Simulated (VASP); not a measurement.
# AlRu (Pm-3m) in VASP: further runs

AlRu is run at these levels: PBEsol; tasks: single point.

Program: VASP 6.6.1. These are calculated values, not measurements. Logs are shortened: lines on timing, memory, paths and dates and some standing lists are left out, and cuts for length are marked.

## (1) The cell of the first run

Symmetry: Pm-3m, No. 221, cubic system. The conventional cell has a = 2.931 Å, b = 2.931 Å, c = 2.931 Å, α = 90.00°, β = 90.00°, γ = 90.00°. Within 3.3 Å of Al (site symmetry m-3m) lie 8 Ru at 2.54 Å and 6 Al at 2.93 Å. Within 3.3 Å of Ru (site symmetry m-3m) lie 8 Al at 2.54 Å and 6 Ru at 2.93 Å.

## (2) Single point, PBEsol (volume scaled by 0.94)

Input file INCAR:

```
PREC = Accurate ; ENCUT = 520
EDIFF = 1E-6 ; ISMEAR = -1
SIGMA = 0.05 ; LREAL = False
LASPH = True ; NELM = 80
ALGO = Normal ; ISIF = 2
LWAVE = False ; LCHARG = False
GGA = PS ; NBANDS = 16
```

Input file KPOINTS:

```
regular mesh
0
Gamma
  12 12 12
```

Input file POSCAR:

```
AlRu
1.0
    2.9305298028      0.0000000000      0.0000000000
    0.0000000000      2.9305298028      0.0000000000
    0.0000000000      0.0000000000      2.9305298028
Al Ru
1 1
Direct
    0.0000000000      0.0000000000      0.0000000000
    0.5000000000      0.5000000000      0.5000000000
```

Potentials or basis: VASP PAW PBE potentials, release 64 (Al, Ru_pv).

Started as:

```
$ cat potpaw_PBE.64/Al/POTCAR potpaw_PBE.64/Ru_pv/POTCAR > POTCAR
$ mpirun -np 1 vasp_std > vasp.out
```

OUTCAR:

```text
PREC = Accurate
   ENCUT = 520
   EDIFF = 1E-6
   ISMEAR = -1
   LREAL = False
   LASPH = True
   NELM = 80
   ISIF = 2
   GGA = PS

 ion  position               nearest neighbor table
   1  0.000  0.000  0.000-   2 2.54   2 2.54   2 2.54   2 2.54   2 2.54   2 2.54   2 2.54   2 2.54

   2  0.500  0.500  0.500-   1 2.54   1 2.54   1 2.54   1 2.54   1 2.54   1 2.54   1 2.54   1 2.54

  LATTYP: Found a simple cubic cell.
 ALAT       =     2.9305298028

  Lattice vectors:

 A1 = (   2.9305298028,   0.0000000000,   0.0000000000)
 A2 = (   0.0000000000,   2.9305298028,   0.0000000000)
 A3 = (   0.0000000000,   0.0000000000,   2.9305298028)

Analysis of symmetry for initial positions (statically):
=====================================================================
 Subroutine PRICEL returns:
 Original cell was already a primitive cell.

 Routine SETGRP: Setting up the symmetry group for a
 simple cubic supercell.

 Subroutine GETGRP returns: Found 48 space group operations
 (whereof 48 operations were pure point group operations)
 out of a pool of 48 trial point group operations.

The static configuration has the point symmetry O_h .

Analysis of symmetry for dynamics (positions and initial velocities):
=====================================================================
 Subroutine PRICEL returns:
 Original cell was already a primitive cell.

 Routine SETGRP: Setting up the symmetry group for a
 simple cubic supercell.

 Subroutine GETGRP returns: Found 48 space group operations
 (whereof 48 operations were pure point group operations)
 out of a pool of 48 trial point group operations.

The dynamic configuration has the point symmetry O_h .

 Subroutine INISYM returns: Found 48 space group operations
 (whereof 48 operations are pure point group operations),
 and found     1 'primitive' translations

----------------------------------------------------------------------------------------

                                     Primitive cell

  volume of cell :      25.1674

  direct lattice vectors                    reciprocal lattice vectors
     2.930529803  0.000000000  0.000000000     0.341235226  0.000000000  0.000000000
     0.000000000  2.930529803  0.000000000     0.000000000  0.341235226  0.000000000
     0.000000000  0.000000000  2.930529803     0.000000000  0.000000000  0.341235226
[... 75 lines left out ...]
   PREC   = accura    normal or accurate (medium, high low for compatibility)
   ISTART =      0    job   : 0-new  1-cont  2-samecut
   ICHARG =      2    charge: 1-file 2-atom 10-const
   ISPIN  =      1    spin polarized calculation?
   LNONCOLLINEAR =      F non collinear calculations
   LSORBIT =      F    spin-orbit coupling
   LASPH  =      T    aspherical Exc in radial PAW
   ENCUT  =  520.0 eV  38.22 Ry    6.18 a.u.   5.45  5.45  5.45*2*pi/ulx,y,z
   NELM   =     80;   NELMIN=  2; NELMDL= -5     # of ELM steps
   EDIFF  = 0.1E-05   stopping-criterion for ELM
   LREAL  =      F    real-space projection
   EDIFFG = 0.1E-04   stopping-criterion for IOM
   NSW    =      0    number of steps for IOM
   IBRION =     -1    ionic relax: 0-MD 1-quasi-New 2-CG
   NFREE  =      0    steps in history (QN), initial steepest desc. (CG)
   ISIF   =      2    stress and relaxation
   ISYM   =      2    0-nonsym 1-usesym 2-fastsym
   POTIM  = 0.5000    time-step for ionic-motion
   TEBEG  =    0.0;   TEEND  =   0.0 temperature during run
   PSTRESS=    0.0 pullay stress
   NELECT =      17.0000    total number of electrons
   NUPDOWN=      -1.0000    fix difference up-down
   EMIN   =  10.00;   EMAX   =-10.00  energy-range for DOS
   EFERMI =   0.00;   METHOD = LEGACY
   ISMEAR =    -1;   SIGMA  =   0.05  broadening in eV -4-tet -1-fermi 0-gaus
   EFERMI_NEDOS =   21; number of points for ismear=-14 and -15
   IALGO  =     38    algorithm
   IMIX   =      4    mixing-type and parameters
     AMIX     =   0.40;   BMIX     =  1.00
     AMIX_MAG =   1.60;   BMIX_MAG =  1.00
  volume/ion in A,a.u.               =      12.58        84.92
  Fermi-wavevector in a.u.,A,eV,Ry     =   1.436410  2.714421 28.072531  2.063273
  Thomas-Fermi vector in A             =   2.555601
   LORBIT       =      0    0 simple, 1 ext, 2 COOP (PROOUT), +10 PAW based schemes
   GGA     = PS    functional components
   LHFCALC =     F    Hartree Fock is set to
   AEXX    =    0.0000 exact exchange contribution
   IVDW    =     0    specifies the selected vdW correction
   LEPSILON=     F    determine dielectric tensor
   LRPA    =     F    only Hartree local field effects (RPA)
 non-spin polarized calculation
  energy-cutoff  :      520.00
  volume of cell :       25.17
 maximum number of plane-waves:       703
 NGX is ok and might be reduce to    24
   NGX = 11   NGY = 11   NGZ = 11

 number of electron      17.0000003 magnetization

 Free energy of the ion-electron system (eV)
  ---------------------------------------------------
  ext. energy  EPLUGINS =         0.00000000
  ---------------------------------------------------
  free energy    TOTEN  =       -15.49172742 eV

  energy without entropy =      -15.48099705  energy(sigma->0) =      -15.48636224

 E-fermi :  11.4909     XC(G=0): -13.0094

 val. band max:       11.4771369097   @ k =   0.4167   0.3333   0.1667
 cond. band min:      11.4917681964   @ k =   0.0833   0.0833   0.0000
 fundamental gap:      0.0146312868
 Fermi energy:        11.4909479091

 k-point     1 :       0.0000    0.0000    0.0000
  band No.  band energies     occupation
      1     -30.2375      2.00000
      2     -30.2375      2.00000
      3     -30.2375      2.00000
      4       1.4427      2.00000
      5       7.5520      2.00000
      6       7.5520      2.00000
[... 433 lines left out ...]
      3     -30.1988      2.00000
      4       5.1926      2.00000
      5       7.2966      2.00000
      6       9.4455      2.00000
[... 8 lines left out ...]
     15      24.2960      0.00000
     16      27.2672      0.00000

 [... further k-points ...]
[... 5 lines left out ...]
  --------------------------------------------------------------------------------------
  -------------------------------------------------------------------------------------
  Total        1.7720646      1.7720646      1.7720646     -0.0000000      0.0000000      0.0000000
  in kB      112.8110682    112.8110682    112.8110682     -0.0000000      0.0000000      0.0000000
  external PRESSURE =     112.8110682 kB  Pullay stress =       0.0000000 kB

 VOLUME and BASIS-vectors are now :
 -----------------------------------------------------------------------------
  energy-cutoff  :      520.00
  volume of cell :       25.17
      direct lattice vectors                 reciprocal lattice vectors
     2.930529803  0.000000000  0.000000000     0.341235226  0.000000000  0.000000000
     0.000000000  2.930529803  0.000000000     0.000000000  0.341235226  0.000000000
     0.000000000  0.000000000  2.930529803     0.000000000  0.000000000  0.341235226

 POSITION                                       TOTAL-FORCE (eV/Angst)
 -----------------------------------------------------------------------------------
      0.00000      0.00000      0.00000         0.000000      0.000000      0.000000
      1.46526      1.46526      1.46526         0.000000      0.000000      0.000000
 -----------------------------------------------------------------------------------
    total drift:                                0.000000     -0.000000     -0.000000

  FREE ENERGIE OF THE ION-ELECTRON SYSTEM (eV)
  ---------------------------------------------------
  free  energy   TOTEN  =       -15.4917274224 eV

  energy  without entropy=      -15.4809970482  energy(sigma->0) =      -15.48636224
```

OSZICAR:

```text
N       E                     dE             d eps       ncg     rms          rms(c)
DAV:   1     0.115224847861E+03    0.11522E+03   -0.90621E+03  2744   0.997E+02
DAV:   2    -0.144033626023E+02   -0.12963E+03   -0.12359E+03  3120   0.296E+02
DAV:   3    -0.162856528923E+02   -0.18823E+01   -0.18763E+01  3544   0.371E+01
DAV:   4    -0.162988475173E+02   -0.13195E-01   -0.13179E-01  3232   0.328E+00
DAV:   5    -0.162990201050E+02   -0.17259E-03   -0.17253E-03  3256   0.368E-01    0.151E+01
DAV:   6    -0.155779400503E+02    0.72108E+00   -0.25462E+00  2928   0.175E+01    0.254E+00
DAV:   7    -0.155105645889E+02    0.67375E-01   -0.16240E-01  2816   0.463E+00    0.240E+00
DAV:   8    -0.154919210953E+02    0.18643E-01   -0.16097E-02  3160   0.933E-01    0.218E-01
DAV:   9    -0.154917383750E+02    0.18272E-03   -0.26532E-04  3256   0.132E-01    0.143E-01
DAV:  10    -0.154917288089E+02    0.95661E-05   -0.17680E-05  3216   0.439E-02    0.911E-03
DAV:  11    -0.154917277499E+02    0.10589E-05   -0.63048E-07  2456   0.900E-03    0.518E-03
DAV:  12    -0.154917274224E+02    0.32758E-06   -0.40695E-08  1616   0.230E-03
   1 F= -.15491727E+02 E0= -.15486362E+02  d E =-.107304E-01
```

Wall time 15 s (1 thread of Intel Xeon Platinum 8259CL at 2.50GHz (Skylake/Cascade Lake), shared host); peak memory 0.16 GiB.

Results:

```
Free energy : -15.4917 eV
Pressure    : 11.3 GPa
```

Caveat: the PAW data sets were made with another functional, which shifts forces and pressure a little.

## (3) Single point, PBEsol (volume scaled by 0.96)

Input file INCAR:

```
SYSTEM = AlRu
  PREC = Accurate
  ENCUT = 520
  EDIFF = 1E-7
  ISMEAR = -1
  SIGMA = 0.05
  LREAL = .FALSE.
  LASPH = .TRUE.
  NELM = 100
  ALGO = Normal
  ISIF = 2
  LWAVE = .FALSE.
  LCHARG = .FALSE.
  GGA = PS
  NBANDS = 16
```

Input file KPOINTS:

```
Automatic mesh
0
G
  12 12 12
  0 0 0
```

Input file POSCAR:

```
AlRu
1.0
    2.9511680166      0.0000000000      0.0000000000
    0.0000000000      2.9511680166      0.0000000000
    0.0000000000      0.0000000000      2.9511680166
Al Ru
1 1
Direct
    0.0000000000      0.0000000000      0.0000000000
    0.5000000000      0.5000000000      0.5000000000
```

Potentials or basis: VASP PAW PBE potentials, release 64 (Al, Ru_pv).

Started as:

```
$ cat potpaw_PBE.64/Al/POTCAR potpaw_PBE.64/Ru_pv/POTCAR > POTCAR
$ mpirun -np 1 vasp_std > vasp.out
```

OUTCAR:

```text
SYSTEM = AlRu
   PREC = Accurate
   ENCUT = 520
   EDIFF = 1E-7
   ISMEAR = -1
   LREAL = .FALSE.
   LASPH = .TRUE.
   NELM = 100
   ISIF = 2
   GGA = PS

 ion  position               nearest neighbor table
   1  0.000  0.000  0.000-   2 2.56   2 2.56   2 2.56   2 2.56   2 2.56   2 2.56   2 2.56   2 2.56

   2  0.500  0.500  0.500-   1 2.56   1 2.56   1 2.56   1 2.56   1 2.56   1 2.56   1 2.56   1 2.56

  LATTYP: Found a simple cubic cell.
 ALAT       =     2.9511680166

  Lattice vectors:

 A1 = (   2.9511680166,   0.0000000000,   0.0000000000)
 A2 = (   0.0000000000,   2.9511680166,   0.0000000000)
 A3 = (   0.0000000000,   0.0000000000,   2.9511680166)

Analysis of symmetry for initial positions (statically):
=====================================================================
 Subroutine PRICEL returns:
 Original cell was already a primitive cell.

 Routine SETGRP: Setting up the symmetry group for a
 simple cubic supercell.

 Subroutine GETGRP returns: Found 48 space group operations
 (whereof 48 operations were pure point group operations)
 out of a pool of 48 trial point group operations.

The static configuration has the point symmetry O_h .

Analysis of symmetry for dynamics (positions and initial velocities):
=====================================================================
 Subroutine PRICEL returns:
 Original cell was already a primitive cell.

 Routine SETGRP: Setting up the symmetry group for a
 simple cubic supercell.

 Subroutine GETGRP returns: Found 48 space group operations
 (whereof 48 operations were pure point group operations)
 out of a pool of 48 trial point group operations.

The dynamic configuration has the point symmetry O_h .

 Subroutine INISYM returns: Found 48 space group operations
 (whereof 48 operations are pure point group operations),
 and found     1 'primitive' translations

----------------------------------------------------------------------------------------

[... 106 lines left out ...]
   EFERMI =   0.00;   METHOD = LEGACY
   ISMEAR =    -1;   SIGMA  =   0.05  broadening in eV -4-tet -1-fermi 0-gaus
   EFERMI_NEDOS =   21; number of points for ismear=-14 and -15
   IALGO  =     38    algorithm
   IMIX   =      4    mixing-type and parameters
     AMIX     =   0.40;   BMIX     =  1.00
     AMIX_MAG =   1.60;   BMIX_MAG =  1.00
  volume/ion in A,a.u.               =      12.85        86.73
  Fermi-wavevector in a.u.,A,eV,Ry     =   1.426365  2.695438 27.681268  2.034516
  Thomas-Fermi vector in A             =   2.546649
   LORBIT       =      0    0 simple, 1 ext, 2 COOP (PROOUT), +10 PAW based schemes
   GGA     = PS    functional components
   LHFCALC =     F    Hartree Fock is set to
   AEXX    =    0.0000 exact exchange contribution
   IVDW    =     0    specifies the selected vdW correction
   LEPSILON=     F    determine dielectric tensor
   LRPA    =     F    only Hartree local field effects (RPA)
 non-spin polarized calculation
  energy-cutoff  :      520.00
  volume of cell :       25.70
 maximum number of plane-waves:       739
 NGX is ok and might be reduce to    24
   NGX = 11   NGY = 11   NGZ = 11

 number of electron      16.9999999 magnetization

 Free energy of the ion-electron system (eV)
  ---------------------------------------------------
  ext. energy  EPLUGINS =         0.00000000
  ---------------------------------------------------
  free energy    TOTEN  =       -15.52049520 eV

  energy without entropy =      -15.50937435  energy(sigma->0) =      -15.51493478

 E-fermi :  11.1785     XC(G=0): -12.8991

 val. band max:       11.1630509387   @ k =   0.4167   0.3333   0.1667
 cond. band min:      11.1789322101   @ k =   0.0833   0.0833   0.0000
 fundamental gap:      0.0158812714
 Fermi energy:        11.1785080477

 k-point     1 :       0.0000    0.0000    0.0000
  band No.  band energies     occupation
      1     -30.5428      2.00000
      2     -30.5428      2.00000
      3     -30.5428      2.00000
      4       1.2575      2.00000
      5       7.3639      2.00000
      6       7.3639      2.00000
[... 433 lines left out ...]
      3     -30.5071      2.00000
      4       4.9815      2.00000
      5       7.0757      2.00000
      6       9.1780      2.00000
[... 8 lines left out ...]
     15      23.8340      0.00000
     16      26.7470      0.00000

 [... further k-points ...]
[... 5 lines left out ...]
  --------------------------------------------------------------------------------------
  -------------------------------------------------------------------------------------
  Total        0.9417675      0.9417675      0.9417675     -0.0000000      0.0000000     -0.0000000
  in kB       58.7046457     58.7046457     58.7046457     -0.0000000      0.0000000     -0.0000000
  external PRESSURE =      58.7046457 kB  Pullay stress =       0.0000000 kB

 VOLUME and BASIS-vectors are now :
 -----------------------------------------------------------------------------
  energy-cutoff  :      520.00
  volume of cell :       25.70
      direct lattice vectors                 reciprocal lattice vectors
     2.951168017  0.000000000  0.000000000     0.338848888  0.000000000  0.000000000
     0.000000000  2.951168017  0.000000000     0.000000000  0.338848888  0.000000000
     0.000000000  0.000000000  2.951168017     0.000000000  0.000000000  0.338848888

 POSITION                                       TOTAL-FORCE (eV/Angst)
 -----------------------------------------------------------------------------------
      0.00000      0.00000      0.00000         0.000000      0.000000      0.000000
      1.47558      1.47558      1.47558         0.000000      0.000000      0.000000
 -----------------------------------------------------------------------------------
    total drift:                                0.000000     -0.000000     -0.000000

  FREE ENERGIE OF THE ION-ELECTRON SYSTEM (eV)
  ---------------------------------------------------
  free  energy   TOTEN  =       -15.5204952036 eV

  energy  without entropy=      -15.5093743505  energy(sigma->0) =      -15.51493478
```

OSZICAR:

```text
N       E                     dE             d eps       ncg     rms          rms(c)
DAV:   1     0.112506416873E+03    0.11251E+03   -0.91397E+03  2768   0.987E+02
DAV:   2    -0.145006732292E+02   -0.12701E+03   -0.12107E+03  3128   0.293E+02
DAV:   3    -0.163121597133E+02   -0.18115E+01   -0.18061E+01  3496   0.365E+01
DAV:   4    -0.163242888567E+02   -0.12129E-01   -0.12118E-01  3288   0.315E+00
DAV:   5    -0.163244546852E+02   -0.16583E-03   -0.16562E-03  3312   0.351E-01    0.144E+01
DAV:   6    -0.156116011013E+02    0.71285E+00   -0.25934E+00  2960   0.175E+01    0.246E+00
DAV:   7    -0.155395847769E+02    0.72016E-01   -0.17980E-01  2840   0.479E+00    0.227E+00
DAV:   8    -0.155207073722E+02    0.18877E-01   -0.17118E-02  3136   0.960E-01    0.213E-01
DAV:   9    -0.155205078970E+02    0.19948E-03   -0.27068E-04  3344   0.130E-01    0.139E-01
DAV:  10    -0.155204966070E+02    0.11290E-04   -0.19448E-05  3088   0.466E-02    0.749E-03
DAV:  11    -0.155204955581E+02    0.10489E-05   -0.74686E-07  3448   0.951E-03    0.459E-03
DAV:  12    -0.155204952056E+02    0.35241E-06   -0.24272E-08  2024   0.160E-03    0.247E-04
DAV:  13    -0.155204952036E+02    0.20693E-08   -0.17166E-09  1632   0.427E-04
   1 F= -.15520495E+02 E0= -.15514935E+02  d E =-.111209E-01
```

Wall time 19 s (1 thread of Intel Xeon Platinum 8259CL at 2.50GHz (Skylake/Cascade Lake), shared host); peak memory 0.16 GiB.

Results:

```
Free energy : -15.5205 eV
Pressure    : 5.9 GPa
```

Caveat: the PAW data sets were made with another functional, which shifts forces and pressure a little.

[end of part 1 of 2]
